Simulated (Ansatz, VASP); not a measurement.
## Two plane-wave programs on Co

File INCAR:

```
ALGO = Normal
EDIFF = 1E-7
ENCUT = 520
ISIF = 2
ISMEAR = -1
LASPH = True
LCHARG = True
LELF = True
LREAL = False
LVHAR = True
LWAVE = False
NBANDS = 10
NELM = 80
PREC = Accurate
SIGMA = 0.1
```

The input KPOINTS:

```
k-points
0
Gamma
  18 18 18
```

File POSCAR:

```
Co
1.0
    0.0000000000      1.7314631322      1.7314631322
    1.7314631322      0.0000000000      1.7314631322
    1.7314631322      1.7314631322      0.0000000000
Co
1
Direct
    0.0000000000      0.0000000000      0.0000000000
```

Input for Ansatz:

```yaml
crystal:
  lattice:
    - [0.0, 1.7314631322, 1.7314631322]
    - [1.7314631322, 0.0, 1.7314631322]
    - [1.7314631322, 1.7314631322, 0.0]
  atoms:
    - { symbol: Co, position: [0.0, 0.0, 0.0] }
hamiltonian:
  xc: lda
  pseudopotentials:
    kind: paw
    azcp:
      Co: "pseudopotentials/Co.paw.azcp"
basis:
  ecutwfc: 420
  fft_grid_basis: typed
kpoints:
  mp_grid: { grid: [18, 18, 18], shift: [0, 0, 0] }
magnetization:
  spin_polarized: false
scf:
  occupations: { method: fermi_dirac, width: 0.1 }
  lower_state_search: "off"
output:
  stress: true
  write_density: true
  write_potential: true
  elf: true
  volumetric_format: npy
```

Alike in both runs: task single point; functional LDA; k mesh 18 × 18 × 18; occupations fermi-dirac, width 0.1 eV; no spin polarisation.

|  | VASP | Ansatz |
| --- | --- | --- |
| version | VASP 6.6.1 | Ansatz 0.2.0 |
| potentials or method | VASP PAW LDA potentials, release 64 (Co), cutoff 520 eV | plane waves (420 eV) with PAW, scalar-relativistic |
| valence electrons in the cell | 9 | 17 |

|  | VASP | Ansatz | Ansatz less VASP |
| --- | --- | --- | --- |
| pressure (GPa) | -20.4 | -20.0 | +0.41 |

Ansatz warns that its potentials were made for another functional, while VASP's fit it. LDA's correlation is that of Perdew and Zunger in VASP and of Perdew and Wang (1992) in Ansatz. VASP's potentials hold 9 valence electrons a cell and Ansatz's 17, so a difference there can come from the potentials and not from the codes.
